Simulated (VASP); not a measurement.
# Rh (Im-3m) in VASP: settings compared, part 2 of 2

VASP 6.6.1.

## (4) Relaxation of cell and atoms, PBE

This run uses another cell than the first one, of 13.75 Å³/atom, 0.948 times its volume.

The input, INCAR:

```
SYSTEM = Rh
ALGO = Normal
EDIFF = 1E-7
EDIFFG = -0.01
ENCUT = 500
GGA = PE
GGA_COMPAT = .False.
IBRION = 2
ISIF = 3
ISMEAR = -1
LASPH = .True.
LCHARG = .False.
LREAL = .False.
LWAVE = .False.
NELM = 120
NELMIN = 4
NSW = 80
PREC = Accurate
SIGMA = 0.1
```

The input, KPOINTS:

```
k-points
0
Gamma
  15 15 15
  0 0 0
```

The input, POSCAR:

```
Rh
1.0
   -1.5092612352      1.5092612352      1.5092612352
    1.5092612352     -1.5092612352      1.5092612352
    1.5092612352      1.5092612352     -1.5092612352
Rh
1
Direct
    0.0000000000      0.0000000000      0.0000000000
```

Potentials or basis: VASP PAW PBE potentials, release 64 (Rh_pv).

Started as:

```console
$ cat potpaw_PBE.64/Rh_pv/POTCAR > POTCAR
$ mpirun -np 1 vasp_std > vasp.out
```

OUTCAR:

```text
SYSTEM = Rh
   EDIFF = 1E-7
   EDIFFG = -0.01
   ENCUT = 500
   GGA = PE
   IBRION = 2
   ISIF = 3
   ISMEAR = -1
   LASPH = .True.
   LREAL = .False.
   NELM = 120
   NELMIN = 4
   NSW = 80
   PREC = Accurate

 ion  position               nearest neighbor table
   1  0.000  0.000  0.000-

  LATTYP: Found a body centered cubic cell.
 ALAT       =     3.0185224704

  Lattice vectors:

 A1 = (  -1.5092612352,   1.5092612352,   1.5092612352)
 A2 = (   1.5092612352,  -1.5092612352,   1.5092612352)
 A3 = (   1.5092612352,   1.5092612352,  -1.5092612352)

Analysis of symmetry for initial positions (statically):
=====================================================================
 Subroutine PRICEL returns:
 Original cell was already a primitive cell.

 Routine SETGRP: Setting up the symmetry group for a
 body centered cubic supercell.

 Subroutine GETGRP returns: Found 48 space group operations
 (whereof 48 operations were pure point group operations)
 out of a pool of 48 trial point group operations.

The static configuration has the point symmetry O_h .

Analysis of symmetry for dynamics (positions and initial velocities):
=====================================================================
 Subroutine PRICEL returns:
 Original cell was already a primitive cell.

 Routine SETGRP: Setting up the symmetry group for a
 body centered cubic supercell.

 Subroutine GETGRP returns: Found 48 space group operations
 (whereof 48 operations were pure point group operations)
 out of a pool of 48 trial point group operations.

The dynamic configuration has the point symmetry O_h .

 Subroutine INISYM returns: Found 48 space group operations
 (whereof 48 operations are pure point group operations),
 and found     1 'primitive' translations

----------------------------------------------------------------------------------------

                                     Primitive cell

  volume of cell :      13.7516

  direct lattice vectors                    reciprocal lattice vectors
    -1.509261235  1.509261235  1.509261235     0.000000000  0.331287910  0.331287910
     1.509261235 -1.509261235  1.509261235     0.331287910  0.000000000  0.331287910
     1.509261235  1.509261235 -1.509261235     0.331287910  0.331287910  0.000000000

  length of vectors
     2.614117141  2.614117141  2.614117141     0.468511855  0.468511855  0.468511855

  position of ions in fractional coordinates (direct lattice)
     0.000000000  0.000000000  0.000000000

  ion indices of the primitive-cell ions
   primitive index   ion index
                 1           1

----------------------------------------------------------------------------------------

 KPOINTS: k-points

Automatic generation of k-mesh.
 Grid dimensions read from file:
 generate k-points for:   15   15   15

 Generating k-lattice:

  Cartesian coordinates                     Fractional coordinates (reciprocal lattice)
     0.000000000  0.022085861  0.022085861     0.066666667  0.000000000  0.000000000
     0.022085861  0.000000000  0.022085861     0.000000000  0.066666667  0.000000000
     0.022085861  0.022085861  0.000000000     0.000000000  0.000000000  0.066666667

  Length of vectors
     0.031234124  0.031234124  0.031234124

  Shift w.r.t. Gamma in fractional coordinates (k-lattice)
     0.000000000  0.000000000  0.000000000

 Subroutine IBZKPT returns following result:
 ===========================================

 Found    120 irreducible k-points:

 Following reciprocal coordinates:
            Coordinates               Weight
  0.000000  0.000000  0.000000      1.000000
  0.066667  0.000000  0.000000     12.000000
  0.133333  0.000000  0.000000     12.000000
  0.200000  0.000000  0.000000     12.000000
  0.266667  0.000000  0.000000     12.000000
  0.333333  0.000000  0.000000     12.000000
[... 16 lines left out ...]
  0.333333  0.200000  0.000000     48.000000
  0.400000  0.200000 -0.000000     24.000000
 [... further k-points ...]
   k-points           NKPTS =    120   k-points in BZ     NKDIM =    120   number of bands    NBANDS=     11
   number of dos      NEDOS =    301   number of ions     NIONS =      1
   total plane-waves  NPLWV =   8000
   dimension x,y,z NGX =    20 NGY =   20 NGZ =   20
   dimension x,y,z NGXF=    40 NGYF=   40 NGZF=   40
   ions per type =               1
   NGX,Y,Z   is equivalent  to a cutoff of  12.72, 12.72, 12.72 a.u.
   NGXF,Y,Z  is equivalent  to a cutoff of  25.44, 25.44, 25.44 a.u.
 SYSTEM =  Rh
   PREC   = accura    normal or accurate (medium, high low for compatibility)
   ISTART =      0    job   : 0-new  1-cont  2-samecut
   ICHARG =      2    charge: 1-file 2-atom 10-const
   ISPIN  =      1    spin polarized calculation?
   LNONCOLLINEAR =      F non collinear calculations
   LSORBIT =      F    spin-orbit coupling
   LASPH  =      T    aspherical Exc in radial PAW
   ENCUT  =  500.0 eV  36.75 Ry    6.06 a.u.   4.77  4.77  4.77*2*pi/ulx,y,z
   NELM   =    120;   NELMIN=  4; NELMDL= -5     # of ELM steps
   EDIFF  = 0.1E-06   stopping-criterion for ELM
   LREAL  =      F    real-space projection
   EDIFFG = -.1E-01   stopping-criterion for IOM
   NSW    =     80    number of steps for IOM
   IBRION =      2    ionic relax: 0-MD 1-quasi-New 2-CG
   NFREE  =      1    steps in history (QN), initial steepest desc. (CG)
   ISIF   =      3    stress and relaxation
   ISYM   =      2    0-nonsym 1-usesym 2-fastsym
   POTIM  = 0.5000    time-step for ionic-motion
   TEBEG  =    0.0;   TEEND  =   0.0 temperature during run
   PSTRESS=    0.0 pullay stress
   NELECT =      15.0000    total number of electrons
   NUPDOWN=      -1.0000    fix difference up-down
   EMIN   =  10.00;   EMAX   =-10.00  energy-range for DOS
   EFERMI =   0.00;   METHOD = LEGACY
   ISMEAR =    -1;   SIGMA  =   0.10  broadening in eV -4-tet -1-fermi 0-gaus
   EFERMI_NEDOS =   21; number of points for ismear=-14 and -15
   IALGO  =     38    algorithm
   IMIX   =      4    mixing-type and parameters
     AMIX     =   0.40;   BMIX     =  1.00
     AMIX_MAG =   1.60;   BMIX_MAG =  1.00
  volume/ion in A,a.u.               =      13.75        92.80
  Fermi-wavevector in a.u.,A,eV,Ry     =   1.685211  3.184586 38.639656  2.839935
  Thomas-Fermi vector in A             =   2.768095
   LORBIT       =      0    0 simple, 1 ext, 2 COOP (PROOUT), +10 PAW based schemes
   GGA     = PE    functional components
   LHFCALC =     F    Hartree Fock is set to
   AEXX    =    0.0000 exact exchange contribution
   IVDW    =     0    specifies the selected vdW correction
   LEPSILON=     F    determine dielectric tensor
   LRPA    =     F    only Hartree local field effects (RPA)
 conjugate gradient relaxation of ions
 non-spin polarized calculation
  energy-cutoff  :      500.00
  volume of cell :       13.75
 maximum number of plane-waves:       370
   NGX =  9   NGY =  9   NGZ =  9

--------------------------------------- Ionic step        1  -------------------------------------------

 number of electron      14.9999993 magnetization

 Free energy of the ion-electron system (eV)
  ---------------------------------------------------
  ext. energy  EPLUGINS =         0.00000000
  ---------------------------------------------------
  free energy    TOTEN  =        -6.91194753 eV

  energy without entropy =       -6.84085761  energy(sigma->0) =       -6.87640257

------------------------ aborting loop because EDIFF is reached ----------------------------------------

  FORCE on cell =-STRESS in cart. coord.  units (eV):
  Direction    XX          YY          ZZ          XY          YZ          ZX
  --------------------------------------------------------------------------------------
  -------------------------------------------------------------------------------------
  Total        1.2136474      1.2136474      1.2136474      0.0000000     -0.0000000      0.0000000
  in kB      141.4001456    141.4001456    141.4001456      0.0000000     -0.0000000      0.0000000
  external PRESSURE =     141.4001456 kB  Pullay stress =       0.0000000 kB
[... 22 lines left out ...]
--------------------------------------- Ionic step        2  -------------------------------------------

 number of electron      14.9999992 magnetization

 E-fermi :   8.9298     XC(G=0): -12.9394

 val. band max:        8.8993609529   @ k =   0.4000   0.1333   0.0667
 cond. band min:       8.9465471371   @ k =   0.2667   0.2000   0.0000
 fundamental gap:      0.0471861842
 Fermi energy:         8.9298469748

 k-point     1 :       0.0000    0.0000    0.0000
  band No.  band energies     occupation
      1     -36.9111      2.00000
      2     -36.9111      2.00000
      3     -36.9111      2.00000
      4       2.2943      2.00000
      5       6.6209      2.00000
      6       6.6209      2.00000
      7       6.6209      2.00000
      8       8.5726      1.94538
      9       8.5726      1.94538
     10      27.0777      0.00000
     11      27.0777      0.00000
[... 391 lines left out ...]
--------------------------------------- Ionic step        4  -------------------------------------------

 number of electron      15.0000005 magnetization

 Free energy of the ion-electron system (eV)
  ---------------------------------------------------
  ext. energy  EPLUGINS =         0.00000000
  ---------------------------------------------------
  free energy    TOTEN  =        -6.94346296 eV

  energy without entropy =       -6.86733616  energy(sigma->0) =       -6.90539956

 E-fermi :  10.8070     XC(G=0): -13.6684

 val. band max:       10.7848078095   @ k =   0.4000   0.1333   0.0667
 cond. band min:      10.8200677574   @ k =  -0.4000   0.4000   0.4000
 fundamental gap:      0.0352599479
 Fermi energy:        10.8070109327

 k-point     1 :       0.0000    0.0000    0.0000
  band No.  band energies     occupation
      1     -35.1843      2.00000
      2     -35.1843      2.00000
      3     -35.1843      2.00000
      4       3.3863      2.00000
      5       8.0500      2.00000
      6       8.0500      2.00000
      7       8.0500      2.00000
      8      10.3662      1.97594
      9      10.3662      1.97594
     10      29.2143      0.00000
     11      29.2143      0.00000
[... 350 lines left out ...]
  FREE ENERGIE OF THE ION-ELECTRON SYSTEM (eV)
  ---------------------------------------------------
  free  energy   TOTEN  =        -6.9434629612 eV

  energy  without entropy=       -6.8673361592  energy(sigma->0) =       -6.90539956

 reached required accuracy - stopping structural energy minimisation
```

OSZICAR:

```text
N       E                     dE             d eps       ncg     rms          rms(c)
DAV:   1     0.112652545633E+03    0.11265E+03   -0.92190E+03  2640   0.142E+03
DAV:   2    -0.589956909051E+01   -0.11855E+03   -0.11384E+03  2739   0.382E+02
DAV:   3    -0.730681989618E+01   -0.14073E+01   -0.13939E+01  3009   0.477E+01
DAV:   4    -0.731542610364E+01   -0.86062E-02   -0.86046E-02  2873   0.382E+00
[... 36 lines left out ...]
DAV:   3    -0.694345555705E+01    0.86352E-06   -0.26452E-05  2769   0.661E-02    0.256E-02
DAV:   4    -0.694346369990E+01   -0.81429E-05   -0.96681E-06  2727   0.410E-02    0.213E-03
DAV:   5    -0.694346336081E+01    0.33909E-06   -0.16212E-07  1962   0.634E-03    0.114E-03
DAV:   6    -0.694346298089E+01    0.37992E-06   -0.17512E-08  1341   0.208E-03    0.929E-05
DAV:   7    -0.694346296125E+01    0.19636E-07   -0.21676E-09  1338   0.641E-04
   4 F= -.69434630E+01 E0= -.69053996E+01  d E =-.315154E-01
```

CONTCAR:

```text
Rh
   1.00000000000000
    -1.5364679390841152    1.5364679390841152    1.5364679390841152
     1.5364679390841152   -1.5364679390841152    1.5364679390841152
     1.5364679390841152    1.5364679390841152   -1.5364679390841152
  Rh
     1
Direct
     0.0000000000000000    0.0000000000000000    0.0000000000000000

  0.00000000E+00  0.00000000E+00  0.00000000E+00
```

It took 78 s on 1 thread of Intel Xeon 8259CL, shared host; peak memory 0.14 GiB.

Results:

```yaml
Free_energy: -6.9435 eV
Relaxed_volume: 14.51 Å³/atom
Relaxed_cell: a = 2.661 Å, b = 2.661 Å, c = 2.661 Å, α = 109.47°, β = 109.47°, γ = 109.47°
Space_group_after_relaxing_to_0.05_Å: Im-3m (No. 229)
Energy_gained_by_relaxing: 31.5 meV/atom
Ionic_steps: 4
Pressure_after_relaxing: 0.0 GPa
```

Step by step:
```tsv
step	energy change (eV)	largest force (eV/Å)	pressure (GPa)	volume (Å³)
1	0.0000	0.0000	14.14	13.75
2	0.0964	0.0000	-20.12	16.31
3	-0.0315	0.0000	-0.51	14.54
4	-0.0315	0.0000	-0.04	14.51
```

Final structure:
```yaml
crystal:
  lattice:
    - [-1.53647, 1.53647, 1.53647]
    - [1.53647, -1.53647, 1.53647]
    - [1.53647, 1.53647, -1.53647]
  atoms:
    - { symbol: Rh, position: [0.00000, 0.00000, 0.00000] }
```

## (5) The runs side by side

```csv
task,level,cell,k mesh,cutoff (eV),grid for exact exchange (PRECFOCK),screening parameter,gap on the mesh (eV),pressure (GPa)
single point,HSE06,"a = 2.661 Å, angles 109.5°, 1 atom",7 × 7 × 7,520,Normal,0.2079 1/Å,none,-10.5
single point,PBE,"a = 2.661 Å, angles 109.5°, 1 atom",15 × 15 × 15,500,-,-,none,0.1
relaxation of cell and atoms,PBE,"relaxed from a = 2.614 Å, angles 109.5°, 1 atom",15 × 15 × 15,500,-,-,none,0.0
```

Alike in all rows: potentials or basis VASP PAW PBE potentials, release 64 (Rh_pv); no spin polarisation; smearing fermi-dirac 0.1 eV.

Caveats: some runs use coarse meshes; the PAW data sets were made with another functional, which shifts forces and pressure a little (some runs).

Absolute energies hang on the potentials; compare differences alone.
